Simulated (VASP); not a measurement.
Input of a VASP 6.6.1 run:

Contents of INCAR:

```
SYSTEM = S
PREC = Accurate ; ENCUT = 520
EDIFF = 1E-6 ; ISMEAR = -1
SIGMA = 0.1 ; LREAL = .FALSE.
LASPH = .TRUE. ; NELM = 80
ALGO = Normal ; ISIF = 2
LWAVE = .FALSE. ; LCHARG = .FALSE.
GGA = PS ; IVDW = 13
NBANDS = 9
```

KPOINTS

```
Automatic mesh
0
G
  7 7 3
  0 0 0
```

The input POSCAR:

```
S
1.0
    3.6045837400      0.0000000000      0.0000000000
    0.0000000000      3.6045837400      0.0000000000
    0.0000000000      0.0000000000      7.8450805500
S
1
Direct
    0.5000000000      0.5000000000      0.6236238800
```

Potentials or basis: VASP PAW PBE potentials, release 64 (S).

Launch:

```sh
$ cat potpaw_PBE.64/S/POTCAR > POTCAR
$ mpirun -np 1 vasp_std > vasp.out
```

Question: Predict the band gap on the k mesh.

Answer: Zero (bands 3 and 4 overlap by 0.67 eV).

Question: Estimate the pressure.

Answer: -3.0 GPa.

Question: Estimate the dispersion energy per atom.

Answer: -0.036 eV.

Stress tensor (GPa, compression positive):
```
-4.47  0.00  0.00
 0.00 -4.47  0.00
 0.00  0.00 -0.03
```

Caveat: the PAW data sets were made with another functional, which shifts forces and pressure a little.
